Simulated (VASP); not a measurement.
Write the native input for VASP 6.6.1 that does the following.

```
Task                      : relaxation of the atoms
Functional                : PBE
Potentials or basis       : VASP PAW PBE potentials, release 64 (Ti_sv, H)
Cutoff                    : 520 eV
k mesh                    : 9 × 9 × 1
Occupations               : gaussian, width 0.1 eV
Spin                      : no spin polarisation
Dipole correction         : yes
Atoms held fixed (from 0) : [0, 1, 2, 3, 5]
Further INCAR settings    : ALGO = Normal; EDIFF = 1e-07; IBRION = 2; EDIFFG = -0.025; NSW = 50
```

The structure of Ti5H lies in POSCAR:

```
Ti5H
1.0
    2.9381632086      0.0000000000      0.0000000000
   -1.4690816043      2.5445239791      0.0000000000
    0.0000000000      0.0000000000     24.7117068140
Ti H
5 1
Selective dynamics
Direct
    0.6666666667      0.3333333333      0.1618666015  F F F
    0.3333333333      0.6666666667      0.2559609806  F F F
    0.6666666667      0.3333333333      0.3506708119  F F F
    0.3333333333      0.6666666667      0.4475655916  F F F
    0.6666666667      0.3333333333      0.5346335206  T T T
    1.0000000000      1.0000000000      0.5531904765  F F T
```

The input as run:

INCAR

```
SYSTEM = Ti5H
  ALGO = Normal
  DIPOL = 0.5 0.5 0.384
  EDIFF = 1E-7
  EDIFFG = -0.025
  ENCUT = 520
  GGA = PE
  IBRION = 2
  IDIPOL = 3
  ISIF = 2
  ISMEAR = 0
  LASPH = .True.
  LCHARG = .False.
  LDIPOL = .True.
  LREAL = .False.
  LWAVE = .False.
  NELM = 100
  NSW = 50
  PREC = Accurate
  SIGMA = 0.1
```

KPOINTS

```
k-points
0
Gamma
  9 9 1
  0 0 0
```

Potentials or basis: VASP PAW PBE potentials, release 64 (Ti_sv, H).

Command:

```sh
$ cat potpaw_PBE.64/Ti_sv/POTCAR potpaw_PBE.64/H/POTCAR > POTCAR
$ mpirun -np 1 vasp_std > vasp.out
```

It gave:

| Property | Result |
| --- | --- |
| Energy gained by relaxing | 84.9 meV/atom |
| Ionic steps | 10 |
| Band gap on the k mesh | zero (an odd number of electrons rules out a gap without spin polarisation) |

Run time: 26 min on 1 thread of Intel(R) Xeon(R) Platinum 8375C CPU @ 2.90GHz (Ice Lake), on a shared host, peak memory 0.35 GiB.
